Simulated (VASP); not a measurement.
The system is ScS4.

```
Sc S
1.0
     3.62086    0.00000    0.00000
    -1.81043    3.13576    0.00000
     0.00000    0.00000   10.25918
Sc S
1 4
Direct
  0.00000 0.00000 0.00000
  0.00000 0.00000 0.40774
  0.00000 0.00000 0.59226
  0.66667 0.33333 0.85785
  0.33333 0.66667 0.14215
```

```yaml
Program: VASP 6.6.1
Task: relaxation of cell and atoms
Functional: PBE
Potentials_or_basis: VASP PAW PBE potentials, release 64 (Sc_sv, S)
Cutoff: 600 eV
k_mesh: 12 × 12 × 4
Occupations: gaussian, width 0.1 eV
Spin: no spin polarisation
```

At the start: pressure -0.2 GPa; volume 23.30 Å³/atom.

Question: How do energy, volume and symmetry change on relaxing?

Answer: Over 29 steps the energy falls by 3.2 meV/atom and the volume is 23.60 Å³/atom (+1.3 %); space group P-3m1 (No. 164, to 0.1 Å) before and after.

Step by step:
```
step  energy change (eV)  largest force (eV/Å)  pressure (GPa)  volume (Å³)
   1              0.0000                0.1865           -0.24       116.48
   2             -0.0017                0.2760            0.37       115.89
   3             -0.0020                0.1359            0.19       116.06
   4             -0.0039                0.1164            0.20       115.95
   5             -0.0081                0.0617            0.26       115.60
   6             -0.0104                0.0469            0.42       114.87
   7             -0.0116                0.0767            0.16       115.41
   8             -0.0119                0.1035           -0.07       115.91
   9             -0.0123                0.1481            0.07       116.22
  10             -0.0124                0.0851            0.02       116.11
  11             -0.0132                0.0704            0.03       116.35
  12             -0.0149                0.0410            0.05       117.07
  13             -0.0151                0.0659            0.13       118.51
  14             -0.0155                0.0317            0.09       117.91
  15             -0.0144                0.2682           -0.33       118.44
  16             -0.0156                0.0337            0.00       118.03
  17             -0.0157                0.0070           -0.05       118.16
  18             -0.0157                0.0088           -0.08       118.23
  19             -0.0158                0.0097           -0.07       118.17
  20             -0.0161                0.0124           -0.03       117.99
  21             -0.0159                0.0173            0.06       117.64
  22             -0.0161                0.0133            0.00       117.88
  23             -0.0161                0.0107            0.01       117.89
  24             -0.0161                0.0195            0.01       117.90
  25             -0.0161                0.0119            0.03       117.91
  26             -0.0162                0.0117            0.05       117.94
  27             -0.0162                0.0075            0.04       117.93
  28             -0.0162                0.0067            0.04       117.96
  29             -0.0162                0.0059            0.04       118.00
```

Final structure:
```xyz
5
Lattice="3.5467 0.0000 0.0000 -1.7733 3.0715 0.0000 0.0000 0.0000 10.8322" Properties=species:S:1:pos:R:3 pbc="T T T"
Sc    0.0000    0.0000    0.0000
S     0.0000    0.0000    4.4731
S     0.0000    0.0000    6.3591
S     1.7733    1.0238    9.3234
S     0.0000    2.0477    1.5089
```

Caveat: this functional lacks dispersion, which binds layers or chains, so the pressure and a relaxed spacing across them are unreliable; an odd number of electrons without spin polarisation forces a metal; a magnetic or distorted state may lie lower.
